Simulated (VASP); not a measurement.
Write the native input for VASP 6.6.1 that does the following.

```yaml
Task: single point
Functional: PBEsol
Potentials_or_basis: VASP PAW PBE potentials, release 64 (Co, Si)
Cutoff: 520 eV
k_mesh: 8 × 8 × 8
Occupations: gaussian, width 0.1 eV
Spin: no spin polarisation
Dipole_correction: no
Further_INCAR_settings: ALGO = Normal; EDIFF = 1e-06; NBANDS = 36
```

The structure of CoSi lies in POSCAR:

```
CoSi
1.0
    4.3858255811      0.0000000000      0.0000000000
    0.0000000000      4.3858255811      0.0000000000
    0.0000000000      0.0000000000      4.3858255811
Co Si
4 4
Direct
    0.1456444659      0.1456444659      0.1456444659
    0.3543555341      0.8543555341      0.6456444659
    0.6456444659      0.3543555341      0.8543555341
    0.8543555341      0.6456444659      0.3543555341
    0.8433288443      0.8433288443      0.8433288443
    0.6566711557      0.1566711557      0.3433288443
    0.3433288443      0.6566711557      0.1566711557
    0.1566711557      0.3433288443      0.6566711557
```

One way to write it, as run:

INCAR

```
PREC     = Accurate       # precision mode
ENCUT    = 520            # plane-wave cutoff, eV
EDIFF    = 1E-6           # SCF threshold, eV
ISMEAR   = 0              # smearing method
SIGMA    = 0.1            # smearing width, eV
LREAL    = F              # projectors in reciprocal space
LASPH    = T              # aspherical terms in the spheres
NELM     = 60             # most SCF steps
ALGO     = Normal         # electronic algorithm
ISIF     = 2              # what is computed and relaxed
LWAVE    = F              # write WAVECAR
LCHARG   = F              # write CHGCAR
GGA      = PS             # functional
NBANDS   = 36             # bands
```

KPOINTS

```
regular mesh
0
Gamma
  8 8 8
```

Potentials or basis: VASP PAW PBE potentials, release 64 (Co, Si).

Launch:

```bash
$ cat potpaw_PBE.64/Co/POTCAR potpaw_PBE.64/Si/POTCAR > POTCAR
$ mpirun -np 1 vasp_std > vasp.out
```

Results of the run:

- Pressure: 0.2 GPa
- Largest force: 0.008 eV/Å
- Band gap on the k mesh: zero (band 26 reaches 12.47 eV, above the bottom of band 27 at 12.24 eV)

Caveat: the PAW data sets were made with another functional, which shifts forces and pressure a little.

It took 4.5 min on 1 thread of AMD EPYC 7R43 64-Core Processor (Zen 3), on a shared host, peak memory 0.23 GiB.
